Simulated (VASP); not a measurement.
# CS2 in VASP: a series of runs

CS2 is run at these levels: PBE; tasks: single point.

All numbers are computed with VASP 6.6.1; they aren't measurements. Logs are shortened: lines on timing, memory, paths and dates and some standing lists are left out, and cuts for length are marked.

### 1 The cell of the first run

The cell holds an amorphous packing of atoms, 24 atoms: a = 8.963 Å, b = 8.963 Å, c = 8.963 Å, α = 90.00°, β = 90.00°, γ = 90.00°.

### 2 Single point, PBE

Contents of INCAR:

```
SYSTEM = CS2
  ALGO = Normal
  EDIFF = 1E-6
  ENCUT = 520
  GGA = PE
  ISIF = 2
  ISMEAR = -1
  LASPH = .TRUE.
  LCHARG = .FALSE.
  LREAL = Auto
  LWAVE = .FALSE.
  NBANDS = 82
  NELM = 60
  PREC = Accurate
  SIGMA = 0.02
```

Contents of KPOINTS:

```
k-points
0
G
  1 1 1
  0 0 0
```

Contents of POSCAR:

```
CS2
1.0
    8.9628090000      0.0000000000      0.0000000000
    0.0000000000      8.9628090000      0.0000000000
    0.0000000000      0.0000000000      8.9628090000
S C
16 8
Direct
    0.0148614123      0.1830787647      0.0747421930
    0.1144953552     -0.1424107107      0.0845382290
    0.7404486696      0.3749159443      0.1901078111
    0.6334063350      0.5520255982      0.4736573099
    0.1857453394      0.1609651617      0.7175429042
    0.3097020142     -0.1423326102      0.6785819044
    0.7705285252      0.8916847386      0.7954425895
    0.9183951147      0.5979263867      0.8289365533
    0.2326725918      0.4945994052      0.5189221370
    0.0187887525      0.5905960955      0.2674161638
    0.5341740519      0.7797890148      0.1537464427
    0.3875793850      0.4863095933     -0.0054447216
    0.3976655087      0.1551076231      0.3648632923
    0.4780532532      0.1402796824      0.0299124973
    0.7481471490     -0.0867473579      0.4562743667
    0.8129594193      0.2469315144      0.5138902324
    0.0636965487      0.0234078401      0.0805662600
    0.6864700564      0.4739250831      0.3312019703
    0.2558572876      0.0163118504      0.7310877650
    0.8821564757      0.7692566025      0.7974620457
    0.1415516051      0.5601368946      0.3888401504
    0.4691944233      0.6252727242      0.0742178038
    0.4660257738      0.1385614711      0.2073010816
    0.7667350716      0.0801757574      0.5013160495
```

Potentials or basis: VASP PAW PBE potentials, release 64 (S, C).

Command:

```sh
cat potpaw_PBE.64/S/POTCAR potpaw_PBE.64/C/POTCAR > POTCAR
mpirun -np 1 vasp_gam > vasp.out
```

OUTCAR:

```text
SYSTEM = CS2
   EDIFF = 1E-6
   ENCUT = 520
   GGA = PE
   ISIF = 2
   ISMEAR = -1
   LASPH = .TRUE.
   LREAL = Auto
   NELM = 60
   PREC = Accurate

 ion  position               nearest neighbor table
   1  0.015  0.183  0.075-  17 1.50
   2  0.114  0.858  0.085-  17 1.55
   3  0.740  0.375  0.190-  18 1.62
   4  0.633  0.552  0.474-  18 1.53
   5  0.186  0.161  0.718-  19 1.45
   6  0.310  0.858  0.679-  19 1.57
[... 8 lines left out ...]
  15  0.748  0.913  0.456-  24 1.56
  16  0.813  0.247  0.514-  24 1.56
  17  0.064  0.023  0.081-   1 1.50   2 1.55
  18  0.686  0.474  0.331-   4 1.53   3 1.62
  19  0.256  0.016  0.731-   5 1.45   6 1.57
  20  0.882  0.769  0.797-   7 1.49   8 1.59
  21  0.142  0.560  0.389-   9 1.54  10 1.57
  22  0.469  0.625  0.074-  12 1.61  11 1.66
  23  0.466  0.139  0.207-  13 1.55  14 1.59
  24  0.767  0.080  0.501-  16 1.56  15 1.56

  LATTYP: Found a simple cubic cell.
 ALAT       =     8.9628090000

  Lattice vectors:

 A1 = (   8.9628090000,   0.0000000000,   0.0000000000)
 A2 = (   0.0000000000,   8.9628090000,   0.0000000000)
 A3 = (   0.0000000000,   0.0000000000,   8.9628090000)

Analysis of symmetry for initial positions (statically):
=====================================================================
 Subroutine PRICEL returns:
 Original cell was already a primitive cell.

 Routine SETGRP: Setting up the symmetry group for a
 simple cubic supercell.

 Subroutine GETGRP returns: Found  1 space group operations
 (whereof  1 operations were pure point group operations)
 out of a pool of 48 trial point group operations.

The static configuration has the point symmetry C_1 .

Analysis of symmetry for dynamics (positions and initial velocities):
=====================================================================
 Subroutine PRICEL returns:
 Original cell was already a primitive cell.

 Routine SETGRP: Setting up the symmetry group for a
 simple cubic supercell.

 Subroutine GETGRP returns: Found  1 space group operations
 (whereof  1 operations were pure point group operations)
 out of a pool of 48 trial point group operations.

The dynamic configuration has the point symmetry C_1 .

 Subroutine INISYM returns: Found  1 space group operations
 (whereof  1 operations are pure point group operations),
 and found     1 'primitive' translations

----------------------------------------------------------------------------------------

                                     Primitive cell

  volume of cell :     719.9999

  direct lattice vectors                    reciprocal lattice vectors
     8.962809000  0.000000000  0.000000000     0.111572164  0.000000000  0.000000000
     0.000000000  8.962809000  0.000000000     0.000000000  0.111572164  0.000000000
     0.000000000  0.000000000  8.962809000     0.000000000  0.000000000  0.111572164

  length of vectors
     8.962809000  8.962809000  8.962809000     0.111572164  0.111572164  0.111572164

  position of ions in fractional coordinates (direct lattice)
     0.014861412  0.183078765  0.074742193
     0.114495355  0.857589289  0.084538229
     0.740448670  0.374915944  0.190107811
     0.633406335  0.552025598  0.473657310
     0.185745339  0.160965162  0.717542904
     0.309702014  0.857667390  0.678581904
[... 16 lines left out ...]
     0.466025774  0.138561471  0.207301082
     0.766735072  0.080175757  0.501316049

  ion indices of the primitive-cell ions
   primitive index   ion index
                 1           1
                 2           2
                 3           3
                 4           4
                 5           5
                 6           6
[... 16 lines left out ...]
                23          23
                24          24

----------------------------------------------------------------------------------------

 KPOINTS: k-points

Automatic generation of k-mesh.
 Grid dimensions read from file:
 generate k-points for:    1    1    1

 Generating k-lattice:

  Cartesian coordinates                     Fractional coordinates (reciprocal lattice)
     0.111572164  0.000000000  0.000000000     1.000000000  0.000000000  0.000000000
     0.000000000  0.111572164  0.000000000     0.000000000  1.000000000  0.000000000
     0.000000000  0.000000000  0.111572164     0.000000000  0.000000000  1.000000000

  Length of vectors
     0.111572164  0.111572164  0.111572164

  Shift w.r.t. Gamma in fractional coordinates (k-lattice)
     0.000000000  0.000000000  0.000000000

 Subroutine IBZKPT returns following result:
 ===========================================

 Found      1 irreducible k-points:

 Following reciprocal coordinates:
            Coordinates               Weight
  0.000000  0.000000  0.000000      1.000000
   k-points           NKPTS =      1   k-points in BZ     NKDIM =      1   number of bands    NBANDS=     82
   number of dos      NEDOS =    301   number of ions     NIONS =     24
   total plane-waves  NPLWV = 343000
   dimension x,y,z NGX =    70 NGY =   70 NGZ =   70
   dimension x,y,z NGXF=   140 NGYF=  140 NGZF=  140
   ions per type =              16   8
   NGX,Y,Z   is equivalent  to a cutoff of  12.98, 12.98, 12.98 a.u.
   NGXF,Y,Z  is equivalent  to a cutoff of  25.97, 25.97, 25.97 a.u.
 SYSTEM =  CS2
   PREC   = accura    normal or accurate (medium, high low for compatibility)
   ISTART =      0    job   : 0-new  1-cont  2-samecut
   ICHARG =      2    charge: 1-file 2-atom 10-const
   ISPIN  =      1    spin polarized calculation?
   LNONCOLLINEAR =      F non collinear calculations
   LSORBIT =      F    spin-orbit coupling
   LASPH  =      T    aspherical Exc in radial PAW
   ENCUT  =  520.0 eV  38.22 Ry    6.18 a.u.  16.66 16.66 16.66*2*pi/ulx,y,z
   NELM   =     60;   NELMIN=  2; NELMDL= -5     # of ELM steps
   EDIFF  = 0.1E-05   stopping-criterion for ELM
   LREAL  =      T    real-space projection
   EDIFFG = 0.1E-04   stopping-criterion for IOM
   NSW    =      0    number of steps for IOM
   IBRION =     -1    ionic relax: 0-MD 1-quasi-New 2-CG
   NFREE  =      0    steps in history (QN), initial steepest desc. (CG)
   ISIF   =      2    stress and relaxation
   ISYM   =      2    0-nonsym 1-usesym 2-fastsym
   POTIM  = 0.5000    time-step for ionic-motion
   TEBEG  =    0.0;   TEEND  =   0.0 temperature during run
   PSTRESS=    0.0 pullay stress
   NELECT =     128.0000    total number of electrons
   NUPDOWN=      -1.0000    fix difference up-down
   EMIN   =  10.00;   EMAX   =-10.00  energy-range for DOS
   EFERMI =   0.00;   METHOD = LEGACY
   ISMEAR =    -1;   SIGMA  =   0.02  broadening in eV -4-tet -1-fermi 0-gaus
   EFERMI_NEDOS =   21; number of points for ismear=-14 and -15
   IALGO  =     38    algorithm
   IMIX   =      4    mixing-type and parameters
     AMIX     =   0.40;   BMIX     =  1.00
     AMIX_MAG =   1.60;   BMIX_MAG =  1.00
  volume/ion in A,a.u.               =      30.00       202.45
  Fermi-wavevector in a.u.,A,eV,Ry     =   0.920522  1.739534 11.529034  0.847360
  Thomas-Fermi vector in A             =   2.045836
   LORBIT       =      0    0 simple, 1 ext, 2 COOP (PROOUT), +10 PAW based schemes
   GGA     = PE    functional components
   LHFCALC =     F    Hartree Fock is set to
   AEXX    =    0.0000 exact exchange contribution
   IVDW    =     0    specifies the selected vdW correction
   LEPSILON=     F    determine dielectric tensor
   LRPA    =     F    only Hartree local field effects (RPA)
 non-spin polarized calculation
  energy-cutoff  :      520.00
  volume of cell :      720.00
 maximum number of plane-waves:      9691
 NGX is ok and might be reduce to    70
   NGX = 33   NGY = 33   NGZ = 33

 number of electron     128.0000001 magnetization

 Free energy of the ion-electron system (eV)
  ---------------------------------------------------
  ext. energy  EPLUGINS =         0.00000000
  ---------------------------------------------------
  free energy    TOTEN  =      -129.53676789 eV

  energy without entropy =     -129.53676789  energy(sigma->0) =     -129.53676789

 E-fermi :  -0.2167     XC(G=0):  -6.8347

 val. band max:       -0.7114191848   @ k =   0.0000   0.0000   0.0000
 cond. band min:       1.7078391817   @ k =   0.0000   0.0000   0.0000
 fundamental gap:      2.4192583664
 Fermi energy:        -0.2167406363

 k-point     1 :       0.0000    0.0000    0.0000
  band No.  band energies     occupation
      1     -16.7492      2.00000
      2     -16.4358      2.00000
      3     -16.3157      2.00000
      4     -16.2538      2.00000
      5     -16.1650      2.00000
      6     -16.1332      2.00000
[... 68 lines left out ...]
     75       2.4446      0.00000
     76       2.5585      0.00000
 [bands above 76 left out]

------------------------ aborting loop because EDIFF is reached ----------------------------------------

  FORCE on cell =-STRESS in cart. coord.  units (eV):
  Direction    XX          YY          ZZ          XY          YZ          ZX
  --------------------------------------------------------------------------------------
  -------------------------------------------------------------------------------------
  Total        7.2097493     17.1786384      2.4054321    -13.3208569     -7.5907463      0.8722053
  in kB       16.0434706     38.2267076      5.3526798    -29.6421924    -16.8912828      1.9408720
  external PRESSURE =      19.8742860 kB  Pullay stress =       0.0000000 kB

 VOLUME and BASIS-vectors are now :
 -----------------------------------------------------------------------------
  energy-cutoff  :      520.00
  volume of cell :      720.00
      direct lattice vectors                 reciprocal lattice vectors
     8.962809000  0.000000000  0.000000000     0.111572164  0.000000000  0.000000000
     0.000000000  8.962809000  0.000000000     0.000000000  0.111572164  0.000000000
     0.000000000  0.000000000  8.962809000     0.000000000  0.000000000  0.111572164

 POSITION                                       TOTAL-FORCE (eV/Angst)
 -----------------------------------------------------------------------------------
      0.13320      1.64090      0.66990        -0.922111      3.228745     -0.023859
      1.02620      7.68641      0.75770         0.180177      0.218449     -0.121214
      6.63650      3.36030      1.70390        -0.928230      1.625067      1.619591
      5.67710      4.94770      4.24530        -0.363716      0.577468      0.624030
      1.66480      1.44270      6.43120        -3.029079      6.872343      0.403797
      2.77580      7.68711      6.08200         0.463991     -0.162994      0.840768
[... 16 lines left out ...]
      4.17690      1.24190      1.85800        -1.202052      0.351962     -1.892326
      6.87210      0.71860      4.49320         0.989623      0.169916     -0.838580
 -----------------------------------------------------------------------------------
    total drift:                                0.003821      0.023791      0.005565

  FREE ENERGIE OF THE ION-ELECTRON SYSTEM (eV)
  ---------------------------------------------------
  free  energy   TOTEN  =      -129.5367678913 eV

  energy  without entropy=     -129.5367678913  energy(sigma->0) =     -129.53676789
```

Wall time 60 s (1 thread of Intel Xeon Platinum 8481C at 2.70GHz (Sapphire Rapids), shared host); peak memory 0.65 GiB.

What came out:

- Free energy: -129.5368 eV
- Pressure: 2.0 GPa
- Largest force: 7.521 eV/Å
- Band gap on the k mesh: 2.42 eV

Forces in eV/Å, atoms in the order of the input:
```
S   -0.922  3.229 -0.024
S    0.180  0.218 -0.121
S   -0.928  1.625  1.620
S   -0.364  0.577  0.624
S   -3.029  6.872  0.404
S    0.464 -0.163  0.841
S   -1.851  3.971  0.127
S    1.154  0.568 -0.540
S    0.963  0.079  0.700
S    0.770  0.208  0.567
S   -1.147 -3.363 -1.740
S    1.182  1.993  1.007
S    0.423 -0.154  0.587
S    0.614 -0.350  1.232
S   -0.509  0.035 -0.278
S   -0.018 -0.646  1.033
C    0.953 -3.108  0.066
C    0.786 -1.720 -2.634
C    2.590 -6.762 -1.364
C    0.701 -4.783  1.132
C   -1.641 -0.383 -0.934
C   -0.159  1.534  0.427
C   -1.202  0.352 -1.892
C    0.990  0.170 -0.839
```

Caveat: the k points lie up to 0.70 Å⁻¹ apart.

### 3 Single point, PBE

Contents of INCAR:

```
PREC = Accurate ; ENCUT = 520
EDIFF = 1E-6 ; ISMEAR = -1
SIGMA = 0.02 ; LREAL = Auto
LASPH = T ; NELM = 80
ALGO = Normal ; ISIF = 2
LWAVE = F ; LCHARG = F
GGA = PE ; NBANDS = 82
```

Contents of KPOINTS:

```
regular mesh
0
Gamma
  1 1 1
```

Contents of POSCAR:

```
CS2
1.0
    8.9628090000      0.0000000000      0.0000000000
    0.0000000000      8.9628090000      0.0000000000
    0.0000000000      0.0000000000      8.9628090000
S C
16 8
Direct
    0.0409692988      0.1761055044      0.0547819328
    0.1288770072     -0.1717430328      0.0532980230
    0.7034513399      0.3166194884      0.2141627697
    0.6445412370      0.5773859512      0.4132744545
    0.1964227956      0.1660082235      0.7196069893
    0.3638256712     -0.1358391103      0.7403817263
    0.7562584453      0.8831159963      0.8264150223
    0.9169669910      0.5809562605      0.8133833935
    0.2471546588      0.5136782453      0.5207072917
   -0.0040054407      0.6169048119      0.3119446147
    0.5500172993      0.7774236849      0.1258534015
    0.3639595578      0.5022532556      0.0572030487
    0.3955679520      0.1362184556      0.3911720087
    0.4334132302      0.1506001076      0.0463805488
    0.6835357085     -0.0735260564      0.4679225006
    0.8626090325      0.2241038496      0.4951461088
    0.0666532111     -0.0012272938      0.0603940126
    0.6564125153      0.4612839568      0.2931447050
    0.2616590402      0.0078435232      0.7226752238
    0.8286576229      0.7312774377      0.8108841770
    0.1108915743      0.5630154564      0.4369277533
    0.4626674517      0.6381927809      0.0975921723
    0.4126273359      0.1267794505      0.2247063393
    0.7858027545      0.0556298812      0.4836541758
```

Potentials or basis: VASP PAW PBE potentials, release 64 (S, C).

Command:

```sh
cat potpaw_PBE.64/S/POTCAR potpaw_PBE.64/C/POTCAR > POTCAR
mpirun -np 1 vasp_gam > vasp.out
```

It took 68 s on 1 thread of Intel Xeon Platinum 8481C at 2.70GHz (Sapphire Rapids), shared host; peak memory 0.66 GiB.

It converged, with:

- Free energy: -130.1154 eV
- Pressure: 2.2 GPa
- Largest force: 7.304 eV/Å
- Band gap on the k mesh: 2.29 eV

Forces in eV/Å, atoms in the order of the input:
```
S   -0.214 -2.119  0.460
S   -1.441  2.845  0.284
S    0.224 -0.253 -1.385
S   -0.775  2.542  2.486
S   -0.854  0.639 -0.357
S   -0.919  0.610 -0.478
S   -0.982  1.804  0.133
S   -0.288 -0.047 -0.257
S    2.323 -0.929  2.029
S    0.693 -0.450  1.492
S    1.734  2.773  0.509
S   -0.507 -0.513 -0.112
S   -0.485 -0.136  2.408
S   -0.180 -0.817  2.320
S   -1.849 -3.173 -0.400
S   -0.855 -3.509  0.152
C    1.275 -0.524 -0.371
C    0.794 -2.371 -0.895
C    1.852 -1.415  0.448
C    1.329 -1.857  0.303
C   -2.761  1.369 -3.477
C   -1.704 -1.827 -0.942
C    0.464  0.776 -4.849
C    3.126  6.582  0.502
```

Stress tensor (GPa, compression positive):
```
2.51 0.65 0.46
0.65 1.48 0.86
0.46 0.86 2.63
```

Levels at points of the mesh, in eV from the valence-band top:
| k point | band 61 | band 62 | band 63 | band 64 | band 65 | band 66 | band 67 | band 68 |
| --- | --- | --- | --- | --- | --- | --- | --- | --- |
| (0.00, 0.00, 0.00) | -0.63 | -0.49 | -0.21 | 0.00 | 2.29 | 2.43 | 2.50 | 2.60 |

Caveat: the k points lie up to 0.70 Å⁻¹ apart.

### 4 Single point, PBE

Contents of INCAR:

```
  ALGO = Normal
  EDIFF = 1E-7
  ENCUT = 520
  GGA = PE
  ISIF = 2
  ISMEAR = -1
  LASPH = True
  LCHARG = False
  LREAL = Auto
  LWAVE = False
  NBANDS = 82
  NELM = 100
  PREC = Accurate
  SIGMA = 0.02
```

Contents of KPOINTS:

```
k-points
0
Gamma
  1 1 1
```

Contents of POSCAR:

```
CS2
1.0
    8.9628090000      0.0000000000      0.0000000000
    0.0000000000      8.9628090000      0.0000000000
    0.0000000000      0.0000000000      8.9628090000
S C
16 8
Direct
    0.0403333375      0.1959653497      0.0225264200
    0.0878407651     -0.1599498550      0.0217231004
    0.6724565926      0.3606235500      0.1649929168
    0.6465606932      0.5845488842      0.4237176091
    0.1853994657      0.1502765483      0.7069881775
    0.3964940009     -0.1189693990      0.8115089812
    0.7432156593      0.8510055274      0.8312460971
    0.8960137386      0.5603154100      0.7945388550
    0.2731286587      0.5025768149      0.5273012066
    0.0258735849      0.6428341829      0.3064887358
    0.5256499385      0.8067336925      0.1284195613
    0.3344375630      0.5281491550      0.0847279017
    0.3955791092      0.0659056776      0.3875793850
    0.4213299647      0.0942003785      0.0378564354
    0.7375924222     -0.0823737290      0.4564528821
    0.8626313469      0.2278973032      0.5169584669
    0.0527624766      0.0138795773      0.0311286339
    0.6712404560      0.4849484129      0.2872090658
    0.2773907153      0.0058017526      0.7599514840
    0.8176231358      0.7067427187      0.8257121177
    0.1533894117      0.5876171187      0.4125157638
    0.4295193616      0.6616787215      0.1230752546
    0.4107640808      0.0869481878      0.2153119630
    0.8131937209      0.0699445899      0.4506399724
```

Command:

```sh
cat potpaw_PBE.64/S/POTCAR potpaw_PBE.64/C/POTCAR > POTCAR
mpirun -np 1 vasp_gam > vasp.out
```

Wall time 70 s (1 thread of Intel Xeon Platinum 8481C at 2.70GHz (Sapphire Rapids), shared host); peak memory 0.65 GiB.

It converged, with:

```
Free energy            : -129.4562 eV
Pressure               : 1.4 GPa
Largest force          : 6.322 eV/Å
Band gap on the k mesh : 2.14 eV
```

Forces in eV/Å, atoms in the order of the input:
```
S   -0.258 -3.082  0.676
S   -0.609  1.987  0.304
S    0.511  0.511  0.006
S    0.005  0.704  1.109
S    1.049 -2.180  0.426
S   -1.921  0.917 -1.524
S   -2.750  5.667  0.538
S    1.237 -2.466 -0.132
S   -2.280  2.007 -2.392
S    0.723 -0.130  0.812
S    0.255 -0.973  0.533
S   -1.656 -2.262 -0.437
S   -0.107  0.264 -0.589
S    0.184  1.173  2.321
S   -0.340 -1.514 -0.971
S    0.053 -0.923 -1.278
C    0.340  1.397 -0.313
C   -0.207 -1.705 -0.883
C    0.718  0.532 -0.687
C    1.654 -3.292 -0.574
C    1.422 -1.985  1.944
C    1.530  2.172 -0.334
C   -0.076  0.425 -0.814
C    0.523  2.757  2.262
```

Stress tensor (GPa, compression positive):
```
 1.46  0.45 -0.85
 0.45  1.84  1.48
-0.85  1.48  0.88
```

Levels at points of the mesh, in eV from the valence-band top:
```
           k point  band 61  band 62  band 63  band 64  band 65  band 66  band 67  band 68
(0.00, 0.00, 0.00)    -0.46    -0.33    -0.10     0.00     2.14     2.34     2.43     2.60
```

Caveat: the k points lie up to 0.70 Å⁻¹ apart.
